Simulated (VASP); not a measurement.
# Li (P6_3/mmc) in VASP: a series of runs, part 2 of 2

VASP 6.6.1. Earlier steps stand in the parts before.

**4. Single point, PBEsol**

This run uses another cell than the first one, of 20.37 Å³/atom, 1.053 times its volume.

Input file INCAR:

```
PREC = Accurate
ENCUT = 520
EDIFF = 1E-6
ISMEAR = -1
SIGMA = 0.15
LREAL = False
LASPH = True
NELM = 60
ALGO = Normal
ISIF = 2
LWAVE = False
LCHARG = False
GGA = PS
NBANDS = 14
```

Input file KPOINTS:

```
Automatic mesh
0
Gamma
  9 9 3
```

Input file POSCAR:

```
Li
1.0
    3.0343860000      0.0000000000      0.0000000000
   -1.5171930000      2.6278550000      0.0000000000
    0.0000000000      0.0000000000     10.2162080000
Li
4
Direct
    0.0000000000      0.0000000000      0.0000000000
    0.3333333333      0.6666666667      0.2500000000
    0.0000000000      0.0000000000      0.5000000000
    0.6666666667      0.3333333333      0.7500000000
```

Potentials or basis: VASP PAW PBE potentials, release 64 (Li_sv).

Command:

```
$ cat potpaw_PBE.64/Li_sv/POTCAR > POTCAR
$ mpirun -np 1 vasp_std > vasp.out
```

OUTCAR:

```text
PREC = Accurate
   ENCUT = 520
   EDIFF = 1E-6
   ISMEAR = -1
   LREAL = False
   LASPH = True
   NELM = 60
   ISIF = 2
   GGA = PS

 ion  position               nearest neighbor table
   1  0.000  0.000  0.000-
   2  0.333  0.667  0.250-
   3  0.000  0.000  0.500-
   4  0.667  0.333  0.750-

  LATTYP: Found a hexagonal cell.
 ALAT       =     3.0343860000
 C/A-ratio  =     3.3668122645

  Lattice vectors:

 A1 = (   3.0343860000,   0.0000000000,   0.0000000000)
 A2 = (  -1.5171930000,   2.6278550000,   0.0000000000)
 A3 = (   0.0000000000,   0.0000000000,  10.2162080000)

Analysis of symmetry for initial positions (statically):
=====================================================================
 Subroutine PRICEL returns:
 Original cell was already a primitive cell.

 Routine SETGRP: Setting up the symmetry group for a
 hexagonal supercell.

 Subroutine GETGRP returns: Found 24 space group operations
 (whereof 12 operations were pure point group operations)
 out of a pool of 24 trial point group operations.

The static configuration has the point symmetry D_3d.
 The point group associated with its full space group is D_6h.

Analysis of symmetry for dynamics (positions and initial velocities):
=====================================================================
 Subroutine PRICEL returns:
 Original cell was already a primitive cell.

 Routine SETGRP: Setting up the symmetry group for a
 hexagonal supercell.

 Subroutine GETGRP returns: Found 24 space group operations
 (whereof 12 operations were pure point group operations)
 out of a pool of 24 trial point group operations.

The dynamic configuration has the point symmetry D_3d.
 The point group associated with its full space group is D_6h.

 Subroutine INISYM returns: Found 24 space group operations
 (whereof 12 operations are pure point group operations),
 and found     1 'primitive' translations

----------------------------------------------------------------------------------------

                                     Primitive cell

  volume of cell :      81.4633

  direct lattice vectors                    reciprocal lattice vectors
     3.034386000  0.000000000  0.000000000     0.329555963  0.190269250  0.000000000
    -1.517193000  2.627855000  0.000000000     0.000000000  0.380538500  0.000000000
     0.000000000  0.000000000 10.216208000     0.000000000  0.000000000  0.097883677

  length of vectors
     3.034386000  3.034385687 10.216208000     0.380538461  0.380538500  0.097883677

  position of ions in fractional coordinates (direct lattice)
     0.000000000  0.000000000  0.000000000
     0.333333333  0.666666667  0.250000000
     0.000000000  0.000000000  0.500000000
     0.666666667  0.333333333  0.750000000

  ion indices of the primitive-cell ions
   primitive index   ion index
                 1           1
                 2           2
                 3           3
                 4           4

[... 30 lines left out ...]
  0.222222  0.000000  0.000000      6.000000
  0.333333  0.000000  0.000000      6.000000
  0.444444  0.000000  0.000000      6.000000
  0.111111  0.111111  0.000000      6.000000
[... 16 lines left out ...]
  0.333333  0.222222  0.333333     24.000000
  0.333333  0.333333  0.333333      4.000000
   k-points           NKPTS =     24   k-points in BZ     NKDIM =     24   number of bands    NBANDS=     14
   number of dos      NEDOS =    301   number of ions     NIONS =      4
   total plane-waves  NPLWV =  46080
   dimension x,y,z NGX =    24 NGY =   24 NGZ =   80
   dimension x,y,z NGXF=    48 NGYF=   48 NGZF=  160
   ions per type =               4
   NGX,Y,Z   is equivalent  to a cutoff of  13.15, 13.15, 13.02 a.u.
   NGXF,Y,Z  is equivalent  to a cutoff of  26.30, 26.30, 26.04 a.u.
 SYSTEM =  unknown system
   PREC   = accura    normal or accurate (medium, high low for compatibility)
   ISTART =      0    job   : 0-new  1-cont  2-samecut
   ICHARG =      2    charge: 1-file 2-atom 10-const
   ISPIN  =      1    spin polarized calculation?
   LNONCOLLINEAR =      F non collinear calculations
   LSORBIT =      F    spin-orbit coupling
   LASPH  =      T    aspherical Exc in radial PAW
   ENCUT  =  520.0 eV  38.22 Ry    6.18 a.u.   5.64  5.64 19.00*2*pi/ulx,y,z
   NELM   =     60;   NELMIN=  2; NELMDL= -5     # of ELM steps
   EDIFF  = 0.1E-05   stopping-criterion for ELM
   LREAL  =      F    real-space projection
   EDIFFG = 0.1E-04   stopping-criterion for IOM
   NSW    =      0    number of steps for IOM
   IBRION =     -1    ionic relax: 0-MD 1-quasi-New 2-CG
   NFREE  =      0    steps in history (QN), initial steepest desc. (CG)
   ISIF   =      2    stress and relaxation
   ISYM   =      2    0-nonsym 1-usesym 2-fastsym
   POTIM  = 0.5000    time-step for ionic-motion
   TEBEG  =    0.0;   TEEND  =   0.0 temperature during run
   PSTRESS=    0.0 pullay stress
   NELECT =      12.0000    total number of electrons
   NUPDOWN=      -1.0000    fix difference up-down
   EMIN   =  10.00;   EMAX   =-10.00  energy-range for DOS
   EFERMI =   0.00;   METHOD = LEGACY
   ISMEAR =    -1;   SIGMA  =   0.15  broadening in eV -4-tet -1-fermi 0-gaus
   EFERMI_NEDOS =   21; number of points for ismear=-14 and -15
   IALGO  =     38    algorithm
   IMIX   =      4    mixing-type and parameters
     AMIX     =   0.40;   BMIX     =  1.00
     AMIX_MAG =   1.60;   BMIX_MAG =  1.00
  volume/ion in A,a.u.               =      20.37       137.44
  Fermi-wavevector in a.u.,A,eV,Ry     =   0.864599  1.633855 10.170776  0.747531
  Thomas-Fermi vector in A             =   1.982719
   LORBIT       =      0    0 simple, 1 ext, 2 COOP (PROOUT), +10 PAW based schemes
   GGA     = PS    functional components
   LHFCALC =     F    Hartree Fock is set to
   AEXX    =    0.0000 exact exchange contribution
   IVDW    =     0    specifies the selected vdW correction
   LEPSILON=     F    determine dielectric tensor
   LRPA    =     F    only Hartree local field effects (RPA)
 non-spin polarized calculation
  energy-cutoff  :      520.00
  volume of cell :       81.46
 maximum number of plane-waves:      2210
 NGX is ok and might be reduce to    24
   NGX = 11   NGY = 11   NGZ = 37

 number of electron      12.0000001 magnetization

 Free energy of the ion-electron system (eV)
  ---------------------------------------------------
  ext. energy  EPLUGINS =         0.00000000
  ---------------------------------------------------
  free energy    TOTEN  =        -7.93942340 eV

  energy without entropy =       -7.79913571  energy(sigma->0) =       -7.86927956

 E-fermi :   0.6220     XC(G=0):  -7.0060

 val. band max:        0.5691798020   @ k =   0.4444   0.0000   0.3333
 cond. band min:       0.6743402248   @ k =   0.3333   0.1111   0.0000
 fundamental gap:      0.1051604228
 Fermi energy:         0.6219721793

 k-point     1 :       0.0000    0.0000    0.0000
  band No.  band energies     occupation
      1     -45.3093      2.00000
      2     -45.3017      2.00000
      3     -45.3003      2.00000
      4     -45.2927      2.00000
      5      -2.9348      2.00000
      6      -1.8694      2.00000
      7      -1.8693      2.00000
      8       0.4393      1.54347
      9       3.2945      0.00000
     10       8.1059      0.00000
     11       8.1089      0.00000
     12      13.4689      0.00000
     13      13.4689      0.00000
     14      14.0207      0.00000
[... 377 lines left out ...]
      1     -45.2861      2.00000
      2     -45.2861      2.00000
      3     -45.2846      2.00000
      4     -45.2846      2.00000
      5       2.2609      0.00004
      6       2.2609      0.00004
      7       2.8738      0.00000
      8       2.9127      0.00000
      9       3.1322      0.00000
     10       3.1322      0.00000
     11       4.6660      0.00000
     12       4.6660      0.00000
     13       6.9440      0.00000
     14       6.9838      0.00000

------------------------ aborting loop because EDIFF is reached ----------------------------------------

  FORCE on cell =-STRESS in cart. coord.  units (eV):
  Direction    XX          YY          ZZ          XY          YZ          ZX
  --------------------------------------------------------------------------------------
  -------------------------------------------------------------------------------------
  Total       -0.0224082     -0.0224082     -0.2015074     -0.0000000     -0.0000000      0.0000000
  in kB       -0.4407137     -0.4407136     -3.9631426     -0.0000000     -0.0000000      0.0000000
  external PRESSURE =      -1.6148566 kB  Pullay stress =       0.0000000 kB

 VOLUME and BASIS-vectors are now :
 -----------------------------------------------------------------------------
  energy-cutoff  :      520.00
  volume of cell :       81.46
      direct lattice vectors                 reciprocal lattice vectors
     3.034386000  0.000000000  0.000000000     0.329555963  0.190269250  0.000000000
    -1.517193000  2.627855000  0.000000000     0.000000000  0.380538500  0.000000000
     0.000000000  0.000000000 10.216208000     0.000000000  0.000000000  0.097883677

 POSITION                                       TOTAL-FORCE (eV/Angst)
 -----------------------------------------------------------------------------------
      0.00000      0.00000      0.00000         0.000000      0.000000      0.000000
     -0.00000      1.75190      2.55405         0.000000     -0.000000     -0.000000
      0.00000      0.00000      5.10810         0.000000      0.000000      0.000000
      1.51719      0.87595      7.66216        -0.000000      0.000000     -0.000000
 -----------------------------------------------------------------------------------
    total drift:                               -0.000000      0.000000     -0.000000

  FREE ENERGIE OF THE ION-ELECTRON SYSTEM (eV)
  ---------------------------------------------------
  free  energy   TOTEN  =        -7.9394234003 eV

  energy  without entropy=       -7.7991357105  energy(sigma->0) =       -7.86927956
```

OSZICAR:

```text
N       E                     dE             d eps       ncg     rms          rms(c)
DAV:   1     0.425629115809E+02    0.42563E+02   -0.49053E+03   672   0.800E+02
DAV:   2     0.243601603380E+01   -0.40127E+02   -0.38627E+02   782   0.191E+02
DAV:   3    -0.771319290956E+01   -0.10149E+02   -0.10022E+02  1290   0.465E+01
DAV:   4    -0.793865068054E+01   -0.22546E+00   -0.22531E+00   902   0.125E+01
DAV:   5    -0.794940354502E+01   -0.10753E-01   -0.10752E-01  1072   0.196E+00    0.717E-01
DAV:   6    -0.794231424555E+01    0.70893E-02   -0.32041E-03  1174   0.385E-01    0.406E-01
DAV:   7    -0.793926626140E+01    0.30480E-02   -0.62233E-03  1116   0.427E-01    0.464E-02
DAV:   8    -0.793942622875E+01   -0.15997E-03   -0.16177E-03  1016   0.233E-01    0.132E-02
DAV:   9    -0.793942537068E+01    0.85808E-06   -0.21761E-05  1030   0.334E-02    0.472E-03
DAV:  10    -0.793942349499E+01    0.18757E-05   -0.11970E-06   736   0.115E-02    0.549E-03
DAV:  11    -0.793942340029E+01    0.94701E-07   -0.45552E-07   684   0.685E-03
   1 F= -.79394234E+01 E0= -.78692796E+01  d E =-.140288E+00
```

Run time: 16 s. Hardware: 1 thread of AMD EPYC 9R14 (Zen 4), shared host; peak memory 0.16 GiB.

What came out:

| Quantity | Value |
| --- | --- |
| Free energy | -7.9394 eV |
| Band gap on the k mesh | zero (band 6 reaches 2.27 eV, above the bottom of band 7 at -1.87 eV) |

Levels at points of the mesh, in eV from the Fermi level:
```csv
k point,band 4,band 5,band 6,band 7,band 8,band 9
"(0.00, 0.00, 0.00)",-45.91,-3.56,-2.49,-2.49,-0.18,2.67
```

Caveat: the cutoff is under 1.25 times the usual one of these potentials, so pressure, stress and relaxed cells hold a basis-set (Pulay) error; the PAW data sets were made with another functional, which shifts forces and pressure a little.

**5. Single point, PBEsol**

This run uses another cell than the first one, of 20.87 Å³/atom, 1.079 times its volume.

Input file INCAR:

```
PREC = Accurate
ENCUT = 520
EDIFF = 1E-6
ISMEAR = -1
SIGMA = 0.15
LREAL = F
LASPH = T
NELM = 80
ALGO = Normal
ISIF = 2
LWAVE = F
LCHARG = T
GGA = PS
LELF = T
LVHAR = T
NBANDS = 14
```

Input file KPOINTS:

```
regular mesh
0
Gamma
  9 9 3
```

Input file POSCAR:

```
Li
1.0
    3.0594647075      0.0000000000      0.0000000000
   -1.5297323538      2.6495737948      0.0000000000
    0.0000000000      0.0000000000     10.3006433001
Li
4
Direct
    0.0000000000      0.0000000000      0.0000000000
    0.3333333333      0.6666666667      0.2500000000
    0.0000000000      0.0000000000      0.5000000000
    0.6666666667      0.3333333333      0.7500000000
```

Command:

```
$ cat potpaw_PBE.64/Li_sv/POTCAR > POTCAR
$ mpirun -np 1 vasp_std > vasp.out
```

It took 17 s on 1 thread of AMD EPYC 9R14 (Zen 4), shared host; peak memory 0.16 GiB.

It converged, with:

```yaml
Free_energy: -7.9372 eV
Band_gap_on_the_k_mesh: zero (band 6 reaches 2.19 eV, above the bottom of band 7 at -1.91 eV)
```

Levels at points of the mesh, in eV from the Fermi level:
```
           k point  band 3  band 4  band 5  band 6  band 7  band 8  band 9  band 10
(0.00, 0.00, 0.00)  -45.97  -45.96   -3.52   -2.47   -2.47   -0.17    2.60     7.35
```

Caveat: the cutoff is under 1.25 times the usual one of these potentials, so pressure, stress and relaxed cells hold a basis-set (Pulay) error; the PAW data sets were made with another functional, which shifts forces and pressure a little.

**6. Single point, PBEsol**

This run uses another cell than the first one, of 21.38 Å³/atom, 1.105 times its volume.

Input file INCAR:

```
SYSTEM = Li
PREC = Accurate
ENCUT = 520
EDIFF = 1E-6
ISMEAR = -1
SIGMA = 0.15
LREAL = .FALSE.
LASPH = .TRUE.
NELM = 60
ALGO = Normal
ISIF = 2
LWAVE = .FALSE.
LCHARG = .FALSE.
GGA = PS
NBANDS = 14
```

Input file KPOINTS:

```
Automatic mesh
0
G
  9 9 3
  0 0 0
```

Input file POSCAR:

```
Li
1.0
    3.0841388756      0.0000000000      0.0000000000
   -1.5420694378      2.6709422482      0.0000000000
    0.0000000000      0.0000000000     10.3837165917
Li
4
Direct
    0.0000000000      0.0000000000      0.0000000000
    0.3333333333      0.6666666667      0.2500000000
    0.0000000000      0.0000000000      0.5000000000
    0.6666666667      0.3333333333      0.7500000000
```

Potentials or basis: VASP PAW PBE potentials, release 64 (Li_sv).

Command:

```
$ cat potpaw_PBE.64/Li_sv/POTCAR > POTCAR
$ mpirun -np 1 vasp_std > vasp.out
```

Run time: 14 s. Hardware: 1 thread of AMD EPYC 9R14 (Zen 4), shared host; peak memory 0.16 GiB.

The run converged. Its results:

| Property | Result |
| --- | --- |
| Free energy | -7.9311 eV |
| Band gap on the k mesh | zero (band 6 reaches 2.11 eV, above the bottom of band 7 at -1.96 eV) |

Levels at points of the mesh, in eV from the Fermi level:
```csv
k point,band 2,band 3,band 4,band 5,band 6,band 7,band 8,band 9,band 10,band 11
"(0.00, 0.00, 0.00)",-46.01,-46.01,-46.00,-3.49,-2.45,-2.45,-0.15,2.52,7.23,7.23
```

Caveat: the cutoff is under 1.25 times the usual one of these potentials, so pressure, stress and relaxed cells hold a basis-set (Pulay) error; the PAW data sets were made with another functional, which shifts forces and pressure a little.

**7. Overview**

| cell | gap on the mesh (eV) |
| --- | --- |
| a = 2.983, b = 2.983, c = 10.043 Å, angles 90.0, 90.0, 120.0°, 4 atoms | none |
| a = 3.009, b = 3.009, c = 10.130 Å, angles 90.0, 90.0, 120.0°, 4 atoms | none |
| a = 3.034, b = 3.034, c = 10.216 Å, angles 90.0, 90.0, 120.0°, 4 atoms | none |
| a = 3.059, b = 3.059, c = 10.301 Å, angles 90.0, 90.0, 120.0°, 4 atoms | none |
| a = 3.084, b = 3.084, c = 10.384 Å, angles 90.0, 90.0, 120.0°, 4 atoms | none |

Alike in all rows: task single point; level PBEsol; potentials or basis VASP PAW PBE potentials, release 64 (Li_sv); no spin polarisation; k mesh 9 × 9 × 3; cutoff (eV) 520; smearing fermi-dirac 0.15 eV.

Caveats: the cutoff is under 1.25 times the usual one of these potentials, so pressure, stress and relaxed cells hold a basis-set (Pulay) error; the PAW data sets were made with another functional, which shifts forces and pressure a little.

Absolute energies hang on the potentials; compare differences alone.
